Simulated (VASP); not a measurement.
Here is a VASP 6.6.1 calculation.

File POSCAR:

```
PbO2
1.0
    5.0824393498      0.0000000000      0.0000000000
    0.0000000000      5.0824393498      0.0000000000
    0.0000000000      0.0000000000      3.4408914500
Pb O
2 4
Direct
    0.0000000000      0.0000000000      0.0000000000
    0.5000000000      0.5000000000      0.5000000000
    0.3079664350      0.3079664350      0.0000000000
    0.1920335650      0.8079664350      0.5000000000
    0.8079664350      0.1920335650      0.5000000000
    0.6920335650      0.6920335650      0.0000000000
```

Contents of INCAR.step1:

```
ALGO = Normal
EDIFF = 1E-4
ENCUT = 600
GGA = PE
ISMEAR = -1
LASPH = True
LCHARG = False
LREAL = False
LWAVE = True
NELM = 100
PREC = Accurate
SIGMA = 0.02
```

INCAR.step2

```
ALGO = Normal
EDIFF = 1E-6
EDIFFG = -0.005
ENCUT = 600
IBRION = 2
ISIF = 3
ISMEAR = -1
ISTART = 1
LASPH = True
LCHARG = False
LMIXTAU = True
LREAL = False
LWAVE = False
METAGGA = R2SCAN
NELM = 100
NSW = 80
PREC = Accurate
SIGMA = 0.02
```

The input KPOINTS:

```
k-points
0
Gamma
  4 4 6
```

Potentials or basis: VASP PAW PBE potentials, release 64 (Pb_d, O).

Launch:

```console
$ cat potpaw_PBE.64/Pb_d/POTCAR potpaw_PBE.64/O/POTCAR > POTCAR
$ cp INCAR.step1 INCAR
$ mpirun -np 1 vasp_std > vasp.out
$ cp INCAR.step2 INCAR
$ mpirun -np 1 vasp_std > vasp.out
```

(1) Predict the relaxed volume.

(2) Predict the relaxed cell.

Results:

(1) 14.17 Å³/atom.

(2) a = 4.989 Å, b = 4.989 Å, c = 3.416 Å, α = 90.00°, β = 90.00°, γ = 90.00°.

Caveat: the PAW data sets were made with another functional, which shifts forces and pressure a little.
